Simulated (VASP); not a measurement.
# SnTe (R-3m) in VASP: further runs

The runs below take SnTe through electric field gradients, with LDA.

Everything below comes from runs of VASP 6.6.1. Logs are shortened: lines on timing, memory, paths and dates and some standing lists are left out, and cuts for length are marked.

**1. The cell of the first run**

The structure is trigonal, space group R-3m (No. 166). Conventional cell: a = 4.397 Å, b = 4.397 Å, c = 11.262 Å, α = 90.00°, β = 90.00°, γ = 120.00°. Within 4.2 Å of Sn (site symmetry -3m) lie 6 Te at 3.16 Å. Te (site symmetry -3m) has 6 Sn at 3.16 Å within 4.2 Å.

**2. Electric field gradients, LDA (equal xy, yz and zx shear strains of +3 %)**

Input file INCAR:

```
ALGO = Normal
EDIFF = 1E-8
ENCUT = 520
ISIF = 2
ISMEAR = -1
LASPH = T
LCHARG = F
LEFG = T
LREAL = F
LWAVE = F
NBANDS = 17
NELM = 80
PREC = Accurate
SIGMA = 0.08
```

Input file KPOINTS:

```
k-points
0
Gamma
  11 11 11
```

Input file POSCAR:

```
SnTe
1.0
    0.0946950000      3.2038475000      3.2038475000
    3.2038475000      0.0946950000      3.2038475000
    3.2038475000      3.2038475000      0.0946950000
Sn Te
1 1
Direct
    0.0000000000      0.0000000000      0.0000000000
    0.5000000000      0.5000000000      0.5000000000
```

Potentials or basis: VASP PAW LDA potentials, release 64 (Sn_d, Te).

Run with:

```bash
$ cat potpaw_LDA.64/Sn_d/POTCAR potpaw_LDA.64/Te/POTCAR > POTCAR
$ mpirun -np 1 vasp_std > vasp.out
```

OUTCAR:

```text
EDIFF = 1E-8
   ENCUT = 520
   ISIF = 2
   ISMEAR = -1
   LASPH = T
   LREAL = F
   NELM = 80
   PREC = Accurate

 ion  position               nearest neighbor table
   1  0.000  0.000  0.000-   2 3.16   2 3.16   2 3.16   2 3.16   2 3.16   2 3.16
   2  0.500  0.500  0.500-   1 3.16   1 3.16   1 3.16   1 3.16   1 3.16   1 3.16

  LATTYP: Found a trigonal (rhomboedric) cell.
 ALAT       =     4.5319140272
 COS(alpha) =     0.5293254421

  Lattice vectors:

 A1 = (   0.0946950000,   3.2038475000,   3.2038475000)
 A2 = (   3.2038475000,   0.0946950000,   3.2038475000)
 A3 = (   3.2038475000,   3.2038475000,   0.0946950000)

Analysis of symmetry for initial positions (statically):
=====================================================================
 Subroutine PRICEL returns:
 Original cell was already a primitive cell.

 Routine SETGRP: Setting up the symmetry group for a
 trigonal (rhombohedral) supercell.

 Subroutine GETGRP returns: Found 12 space group operations
 (whereof 12 operations were pure point group operations)
 out of a pool of 12 trial point group operations.

The static configuration has the point symmetry D_3d.

Analysis of symmetry for dynamics (positions and initial velocities):
=====================================================================
 Subroutine PRICEL returns:
 Original cell was already a primitive cell.

 Routine SETGRP: Setting up the symmetry group for a
 trigonal (rhombohedral) supercell.

 Subroutine GETGRP returns: Found 12 space group operations
 (whereof 12 operations were pure point group operations)
 out of a pool of 12 trial point group operations.

The dynamic configuration has the point symmetry D_3d.

 Subroutine INISYM returns: Found 12 space group operations
 (whereof 12 operations are pure point group operations),
 and found     1 'primitive' translations

----------------------------------------------------------------------------------------

                                     Primitive cell

  volume of cell :      62.8575

  direct lattice vectors                    reciprocal lattice vectors
     0.094695000  3.203847500  3.203847500    -0.163157501  0.158473554  0.158473554
     3.203847500  0.094695000  3.203847500     0.158473554 -0.163157501  0.158473554
     3.203847500  3.203847500  0.094695000     0.158473554  0.158473554 -0.163157501

  length of vectors
     4.531914027  4.531914027  4.531914027     0.277214907  0.277214907  0.277214907

  position of ions in fractional coordinates (direct lattice)
     0.000000000  0.000000000  0.000000000
     0.500000000  0.500000000  0.500000000

  ion indices of the primitive-cell ions
   primitive index   ion index
                 1           1
                 2           2

----------------------------------------------------------------------------------------

 KPOINTS: k-points

Automatic generation of k-mesh.
 Grid dimensions read from file:
 generate k-points for:   11   11   11

 Generating k-lattice:

  Cartesian coordinates                     Fractional coordinates (reciprocal lattice)
    -0.014832500  0.014406687  0.014406687     0.090909091 -0.000000000 -0.000000000
     0.014406687 -0.014832500  0.014406687    -0.000000000  0.090909091 -0.000000000
     0.014406687  0.014406687 -0.014832500    -0.000000000 -0.000000000  0.090909091

  Length of vectors
     0.025201355  0.025201355  0.025201355

  Shift w.r.t. Gamma in fractional coordinates (k-lattice)
     0.000000000  0.000000000  0.000000000

 Subroutine IBZKPT returns following result:
 ===========================================

 Found    146 irreducible k-points:

 Following reciprocal coordinates:
            Coordinates               Weight
  0.000000  0.000000  0.000000      1.000000
  0.090909  0.000000  0.000000      6.000000
  0.181818  0.000000  0.000000      6.000000
  0.272727  0.000000 -0.000000      6.000000
  0.363636  0.000000  0.000000      6.000000
  0.454545  0.000000 -0.000000      6.000000
[... 16 lines left out ...]
 -0.272727  0.181818  0.000000     12.000000
 -0.181818  0.181818  0.000000      6.000000
 [... further k-points ...]
   k-points           NKPTS =    146   k-points in BZ     NKDIM =    146   number of bands    NBANDS=     17
   number of dos      NEDOS =    301   number of ions     NIONS =      2
   total plane-waves  NPLWV =  46656
   dimension x,y,z NGX =    36 NGY =   36 NGZ =   36
   dimension x,y,z NGXF=    72 NGYF=   72 NGZF=   72
   ions per type =               1   1
   NGX,Y,Z   is equivalent  to a cutoff of  13.21, 13.21, 13.21 a.u.
   NGXF,Y,Z  is equivalent  to a cutoff of  26.41, 26.41, 26.41 a.u.
 SYSTEM =  unknown system
   PREC   = accura    normal or accurate (medium, high low for compatibility)
   ISTART =      0    job   : 0-new  1-cont  2-samecut
   ICHARG =      2    charge: 1-file 2-atom 10-const
   ISPIN  =      1    spin polarized calculation?
   LNONCOLLINEAR =      F non collinear calculations
   LSORBIT =      F    spin-orbit coupling
   LASPH  =      T    aspherical Exc in radial PAW
   ENCUT  =  520.0 eV  38.22 Ry    6.18 a.u.   8.43  8.43  8.43*2*pi/ulx,y,z
   NELM   =     80;   NELMIN=  2; NELMDL= -5     # of ELM steps
   EDIFF  = 0.1E-07   stopping-criterion for ELM
   LREAL  =      F    real-space projection
   EDIFFG = 0.1E-06   stopping-criterion for IOM
   NSW    =      0    number of steps for IOM
   IBRION =     -1    ionic relax: 0-MD 1-quasi-New 2-CG
   NFREE  =      0    steps in history (QN), initial steepest desc. (CG)
   ISIF   =      2    stress and relaxation
   ISYM   =      2    0-nonsym 1-usesym 2-fastsym
   POTIM  = 0.5000    time-step for ionic-motion
   TEBEG  =    0.0;   TEEND  =   0.0 temperature during run
   PSTRESS=    0.0 pullay stress
   NELECT =      20.0000    total number of electrons
   NUPDOWN=      -1.0000    fix difference up-down
   EMIN   =  10.00;   EMAX   =-10.00  energy-range for DOS
   EFERMI =   0.00;   METHOD = LEGACY
   ISMEAR =    -1;   SIGMA  =   0.08  broadening in eV -4-tet -1-fermi 0-gaus
   EFERMI_NEDOS =   21; number of points for ismear=-14 and -15
   IALGO  =     38    algorithm
   IMIX   =      4    mixing-type and parameters
     AMIX     =   0.40;   BMIX     =  1.00
     AMIX_MAG =   1.60;   BMIX_MAG =  1.00
  volume/ion in A,a.u.               =      31.43       212.09
  Fermi-wavevector in a.u.,A,eV,Ry     =   1.117633  2.112020 16.995079  1.249103
  Thomas-Fermi vector in A             =   2.254257
   LORBIT       =      0    0 simple, 1 ext, 2 COOP (PROOUT), +10 PAW based schemes
   GGA     = CA    functional components
   LHFCALC =     F    Hartree Fock is set to
   AEXX    =    0.0000 exact exchange contribution
   IVDW    =     0    specifies the selected vdW correction
   LEPSILON=     F    determine dielectric tensor
   LRPA    =     F    only Hartree local field effects (RPA)
 non-spin polarized calculation
  energy-cutoff  :      520.00
  volume of cell :       62.86
 maximum number of plane-waves:      1711
 NGX is ok and might be reduce to    36
   NGX = 17   NGY = 17   NGZ = 17

 number of electron      19.9999994 magnetization

 Free energy of the ion-electron system (eV)
  ---------------------------------------------------
  ext. energy  EPLUGINS =         0.00000000
  ---------------------------------------------------
  free energy    TOTEN  =        -8.81331664 eV

  energy without entropy =       -8.81030057  energy(sigma->0) =       -8.81180861

 E-fermi :   6.6085     XC(G=0):  -9.7197

 val. band max:        6.4547682046   @ k =   0.3636   0.1818   0.1818
 cond. band min:       6.7047419069   @ k =   0.4545   0.4545   0.4545
 fundamental gap:      0.2499737023
 Fermi energy:         6.6085171938

 k-point     1 :       0.0000    0.0000    0.0000
  band No.  band energies     occupation
      1     -15.1143      2.00000
      2     -15.1143      2.00000
      3     -15.1052      2.00000
      4     -15.1052      2.00000
      5     -15.1051      2.00000
      6      -6.1030      2.00000
[... 9 lines left out ...]
     16      11.6509      0.00000
     17      13.4748      0.00000

 k-point     2 :       0.0909    0.0000    0.0000
  band No.  band energies     occupation
      1     -15.1147      2.00000
      2     -15.1143      2.00000
      3     -15.1052      2.00000
      4     -15.1049      2.00000
      5     -15.1046      2.00000
      6      -6.0321      2.00000
[... 9 lines left out ...]
     16      11.8330      0.00000
     17      14.1185      0.00000

 k-point     3 :       0.1818    0.0000    0.0000
  band No.  band energies     occupation
      1     -15.1159      2.00000
      2     -15.1148      2.00000
      3     -15.1050      2.00000
      4     -15.1037      2.00000
      5     -15.1031      2.00000
      6      -5.8258      2.00000
[... 9 lines left out ...]
     16      12.3439      0.00000
     17      15.3401      0.00000

 k-point     4 :       0.2727    0.0000   -0.0000
  band No.  band energies     occupation
      1     -15.1176      2.00000
      2     -15.1158      2.00000
      3     -15.1047      2.00000
      4     -15.1017      2.00000
      5     -15.1011      2.00000
      6      -5.5076      2.00000
[... 9 lines left out ...]
     16      13.1478      0.00000
     17      16.8858      0.00000

 k-point     5 :       0.3636    0.0000    0.0000
  band No.  band energies     occupation
      1     -15.1192      2.00000
      2     -15.1169      2.00000
      3     -15.1044      2.00000
      4     -15.0996      2.00000
      5     -15.0991      2.00000
      6      -5.1368      2.00000
[... 9 lines left out ...]
     16      14.2088      0.00000
     17      16.8814      0.00000

 k-point     6 :       0.4545    0.0000   -0.0000
  band No.  band energies     occupation
      1     -15.1202      2.00000
      2     -15.1176      2.00000
      3     -15.1043      2.00000
      4     -15.0984      2.00000
      5     -15.0980      2.00000
      6      -4.8513      2.00000
[... 9 lines left out ...]
     16      15.4610      0.00000
     17      15.6855      0.00000
[... 281 lines left out ...]
 k-point    21 :      -0.4545    0.1818    0.0000
  band No.  band energies     occupation
      1     -15.1215      2.00000
      2     -15.1171      2.00000
      3     -15.1031      2.00000
      4     -15.0996      2.00000
      5     -15.0970      2.00000
      6      -4.6825      2.00000
[... 9 lines left out ...]
     16      15.0838      0.00000
     17      16.4177      0.00000

 k-point    22 :      -0.3636    0.1818   -0.0000
  band No.  band energies     occupation
      1     -15.1199      2.00000
      2     -15.1181      2.00000
      3     -15.1030      2.00000
      4     -15.0995      2.00000
      5     -15.0980      2.00000
      6      -4.7711      2.00000
[... 9 lines left out ...]
     16      14.3725      0.00000
     17      16.8670      0.00000

 k-point    23 :      -0.2727    0.1818    0.0000
  band No.  band energies     occupation
      1     -15.1187      2.00000
      2     -15.1175      2.00000
      3     -15.1038      2.00000
      4     -15.1003      2.00000
      5     -15.0989      2.00000
      6      -5.0657      2.00000
[... 9 lines left out ...]
     16      15.3792      0.00000
     17      16.2562      0.00000

 k-point    24 :      -0.1818    0.1818    0.0000
  band No.  band energies     occupation
      1     -15.1182      2.00000
      2     -15.1157      2.00000
      3     -15.1047      2.00000
      4     -15.1019      2.00000
      5     -15.0999      2.00000
      6      -5.3998      2.00000
[... 9 lines left out ...]
     16      14.6316      0.00000
     17      14.9013      0.00000

 [... further k-points ...]

------------------------ aborting loop because EDIFF is reached ----------------------------------------

  FORCE on cell =-STRESS in cart. coord.  units (eV):
  Direction    XX          YY          ZZ          XY          YZ          ZX
  --------------------------------------------------------------------------------------
  -------------------------------------------------------------------------------------
  Total       -0.6602662     -0.6602662     -0.6602662     -0.1998754     -0.1998754     -0.1998754
  in kB      -16.8295533    -16.8295533    -16.8295533     -5.0946317     -5.0946317     -5.0946317
  external PRESSURE =     -16.8295533 kB  Pullay stress =       0.0000000 kB

 VOLUME and BASIS-vectors are now :
 -----------------------------------------------------------------------------
  energy-cutoff  :      520.00
  volume of cell :       62.86
      direct lattice vectors                 reciprocal lattice vectors
     0.094695000  3.203847500  3.203847500    -0.163157501  0.158473554  0.158473554
     3.203847500  0.094695000  3.203847500     0.158473554 -0.163157501  0.158473554
     3.203847500  3.203847500  0.094695000     0.158473554  0.158473554 -0.163157501

 POSITION                                       TOTAL-FORCE (eV/Angst)
 -----------------------------------------------------------------------------------
      0.00000      0.00000      0.00000         0.000000      0.000000      0.000000
      3.25120      3.25120      3.25120         0.000000      0.000000     -0.000000
 -----------------------------------------------------------------------------------
    total drift:                               -0.000000      0.000000      0.000000

  FREE ENERGIE OF THE ION-ELECTRON SYSTEM (eV)
  ---------------------------------------------------
  free  energy   TOTEN  =        -8.8133166365 eV

  energy  without entropy=       -8.8103005741  energy(sigma->0) =       -8.81180861

 Electric field gradients (V/A^2)
---------------------------------------------------------------------
 ion       V_xx      V_yy      V_zz      V_xy      V_xz      V_yz
---------------------------------------------------------------------
   1      -0.000     0.000     0.000     1.485     1.485     1.485
   2       0.000    -0.000     0.000    17.671    17.671    17.671
---------------------------------------------------------------------

 Electric field gradients after diagonalization (V/A^2)
 (convention: |V_zz| > |V_xx| > |V_yy|)
----------------------------------------------------------------------
 ion       V_xx      V_yy      V_zz     asymmetry (V_yy - V_xx)/ V_zz
----------------------------------------------------------------------
   1      -1.485    -1.485     2.969       0.000
   2     -17.671   -17.671    35.341       0.000
----------------------------------------------------------------------

           NMR quadrupolar parameters

 Cq : quadrupolar parameter    Cq=e*Q*V_zz/h
 eta: asymmetry parameters     (V_yy - V_xx)/ V_zz
 Q  : nuclear electric quadrupole moment in mb (millibarn)
----------------------------------------------------------------------
 ion       Cq(MHz)       eta       Q (mb)
----------------------------------------------------------------------
   1       0.007       0.000       1.000
   2       0.085       0.000       1.000
----------------------------------------------------------------------
```

Run time: 3.7 min. Hardware: 1 thread of Intel Xeon Platinum 8488C (Sapphire Rapids), shared host; peak memory 0.28 GiB.

What came out:

```yaml
Free_energy: -8.8133 eV
Pressure: -1.7 GPa
Band_gap_on_the_k_mesh: 0.04 eV (least direct gap 0.38 eV)
Largest_electric_field_gradient_by_atom: Sn +3.0; Te +35.3 V/Å²
```

Electric field gradients, principal values (V/Å²):
```
atom    least   middle  greatest (by size)
1 Sn   -1.485   -1.485               2.969
2 Te  -17.671  -17.671              35.341
```

Caveat: the cell differs from its parent crystal (equal xy, yz and zx shear strains of +3 %); the smearing spreads over this small gap; semilocal functionals underestimate gaps, and a narrow one can read as zero; without QUAD_EFG the Cq values of the log hold for a quadrupole moment of 1 mb, not for the nuclei; spin-orbit coupling is left out, which moves the levels of the heavy elements. A k mesh can miss the band edges.

(Part 1 of 3 ends here.)

The gap in the log of VASP goes by the Fermi energy; the results here count the filled bands.